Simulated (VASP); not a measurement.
Here is a VASP 6.6.1 calculation.

The input INCAR:

```
SYSTEM = CdP
  PREC = Accurate
  ENCUT = 600
  EDIFF = 1E-6
  ISMEAR = 0
  SIGMA = 0.1
  LREAL = .FALSE.
  LASPH = .TRUE.
  NELM = 100
  ALGO = Normal
  ISIF = 3
  LWAVE = .FALSE.
  LCHARG = .FALSE.
  GGA = PE
  IBRION = 2
  NSW = 90
  EDIFFG = -0.04
```

The input KPOINTS:

```
Automatic mesh
0
G
  4 4 4
  0 0 0
```

The input POSCAR:

```
CdP
1.0
    2.0847402667     -5.2896008011      0.0000000000
    2.0847402667      5.2896008011      0.0000000000
    0.0000000000      0.0000000000      4.0378236395
Cd P
2 2
Direct
    0.8620000000      0.1380000000      0.7500000000
    0.1380000000      0.8620000000      0.2500000000
    0.5830000000      0.4170000000      0.7500000000
    0.4170000000      0.5830000000      0.2500000000
```

Potentials or basis: VASP PAW PBE potentials, release 64 (Cd, P).

Command:

```sh
$ cat potpaw_PBE.64/Cd/POTCAR potpaw_PBE.64/P/POTCAR > POTCAR
$ mpirun -np 1 vasp_std > vasp.out
```

What does it give for the relaxed cell?

a = 7.473 Å, b = 7.473 Å, c = 3.234 Å, α = 90.00°, β = 90.00°, γ = 151.85°.

What does it give for the band gap on the k mesh?

Zero (bands 17 and 18 overlap by 2.62 eV).

Stress tensor (GPa, compression positive):
```
-0.09  0.00  0.00
 0.00 -0.01  0.00
 0.00  0.00  0.07
```

Caveat: the k points lie up to 0.49 Å⁻¹ apart in the final cell, too coarse for converged energies and pressures of a metal; a cell axis changed by over 15 % at a fixed basis, so the end point is rough.
